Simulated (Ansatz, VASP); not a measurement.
## One calculation of Ta, two programs

Contents of INCAR:

```
SYSTEM = Ta
ALGO     = Normal         ! electronic algorithm
EDIFF    = 1E-6           ! SCF threshold, eV
ENCUT    = 500            ! plane-wave cutoff, eV
GGA      = PS             ! functional
GGA_COMPAT= .FALSE.      
ISIF     = 2              ! what is computed and relaxed
ISMEAR   = 0              ! smearing method
LASPH    = .TRUE.         ! aspherical terms in the spheres
LCHARG   = .FALSE.        ! write CHGCAR
LREAL    = .FALSE.        ! projectors in reciprocal space
LWAVE    = .FALSE.        ! write WAVECAR
NBANDS   = 12             ! bands
NELM     = 120            ! most SCF steps
PREC     = Accurate       ! precision mode
SIGMA    = 0.1            ! smearing width, eV
```

The input KPOINTS:

```
k-points
0
G
  6 6 6
  0 0 0
```

File POSCAR:

```
Ta
1.0
    2.6850816500      0.0000000000      0.0000000000
    0.0000000000      2.6850816500      0.0000000000
    0.0000000000      0.0000000000      2.6850816500
Ta
1
Direct
    0.0000000000      0.0000000000      0.0000000000
```

Input for Ansatz:

```yaml
crystal:
  lattice:
    - [2.68508165, 0.0, 0.0]
    - [0.0, 2.68508165, 0.0]
    - [0.0, 0.0, 2.68508165]
  atoms:
    - { symbol: Ta, position: [0.0, 0.0, 0.0] }
basis:
  ecutwfc: 420
kpoints:
  mp_grid: { grid: [6, 6, 6] }
hamiltonian:
  xc: pbesol
scf:
  occupations: { method: gaussian, width: 0.1 }
  lower_state_search: "off"
output:
  forces: true
  stress: true
  eigenvalues: true
```

Alike in both runs: task single point; functional PBEsol; k mesh 6 × 6 × 6; occupations gaussian, width 0.1 eV; no spin polarisation.

|  | VASP | Ansatz |
| --- | --- | --- |
| version | VASP 6.6.1 | Ansatz 0.2.0 |
| potentials or method | VASP PAW PBE potentials, release 64 (Ta_pv), cutoff 500 eV | scalar-relativistic, plane waves, PAW |
| valence electrons in the cell | 11 | 13 |

Ansatz gave:

```
gap on the k mesh at the Fermi level (eV) : none
pressure (GPa)                            : 6.6
```

Question: What did VASP give for the same quantities?

Answer: gap on the k mesh at the Fermi level (eV): none; pressure (GPa): 6.8.

VASP's potentials were made for PBE, not for PBEsol. A gap of «none» marks a metal or a gap that the smearing closes. VASP's potentials hold 11 valence electrons a cell and Ansatz's 13, so a difference there can come from the potentials and not from the codes.

The k mesh is coarse, so the values compare programs but aren't converged. Neither program's run includes spin-orbit coupling.
